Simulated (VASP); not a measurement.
Li2S, 3 atoms in the cell. Symmetry: Fm-3m, No. 225, cubic system. The conventional cell has a = 5.689 Å, b = 5.689 Å, c = 5.689 Å, α = 90.00°, β = 90.00°, γ = 90.00°. S (site symmetry m-3m) has 8 Li at 2.46 Å within 3.3 Å. Li (site symmetry -43m) has 4 S at 2.46 Å and 6 Li at 2.84 Å within 3.3 Å. 

| Property | Result |
| --- | --- |
| Program | VASP 6.6.1 |
| Task | band structure |
| Functional | RPBE |
| Potentials or basis | VASP PAW PBE potentials, release 64 (S, Li_sv) |
| Cutoff | 800 eV |
| k mesh | 11 × 11 × 11 |
| Occupations | gaussian, width 0.03 eV |
| Spin | no spin polarisation |
| Tolerance level | standard |
| Purpose | bands |
| Route | KPOINTS_OPT |
| Further INCAR settings | ALGO = Normal; EDIFF = 1e-07; NBANDS = 29 |

Potentials or basis: VASP PAW PBE potentials, release 64 (S, Li_sv).

Run with:

```console
$ cat potpaw_PBE.64/S/POTCAR potpaw_PBE.64/Li_sv/POTCAR > POTCAR
$ mpirun -np 1 vasp_std > vasp.out
```

Hardware: 1 thread of Intel(R) Xeon(R) 6975P-C (Granite Rapids) (shared host).

Q: Estimate the wall time of this run.

A: It took 4.9 min on 1 thread of Intel(R) Xeon(R) 6975P-C (Granite Rapids), on a shared host, peak memory 0.34 GiB. Counts: k points 56.
